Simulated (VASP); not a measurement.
Runs of VASP 6.6.1 on AgO. The structure is that of space group F-43m (No. 216), or close to it. The cells are those of the table. 

```tsv
cell	gap on the mesh (eV)	pressure (GPa)
a = 3.288 Å, angles 60.0°, 2 atoms	none	32.2
a = 3.377 Å, angles 60.0°, 2 atoms	none	(b)
a = 3.405 Å, angles 60.0°, 2 atoms	none	10.6
a = 3.461 Å, angles 60.0°, 2 atoms	none	3.6
a = 3.515 Å, angles 60.0°, 2 atoms	none	-1.6
a = 3.489 Å, angles 60.0°, 2 atoms	none	(a)
a = 3.348 Å, angles 60.0°, 2 atoms	none	19.9
a = 3.318 Å, angles 60.0°, 2 atoms	none	25.6
```

Alike in all rows: task single point; level PBEsol; potentials or basis VASP PAW PBE potentials, release 64 (Ag, O); no spin polarisation; k mesh 8 × 8 × 8; cutoff (eV) 520; smearing methfessel-paxton 0.15 eV.

Question: Fill in the values left out.

Answer: (a) 0.8; (b) 15.0.

Caveats: the PAW data sets were made with another functional, which shifts forces and pressure a little; an odd number of electrons without spin polarisation forces a metal; a magnetic or distorted state may lie lower.

A k mesh can miss the band edges, and the runs leave out spin-orbit coupling on Ag.

A gap of «none» marks levels without a gap at the run's occupations.
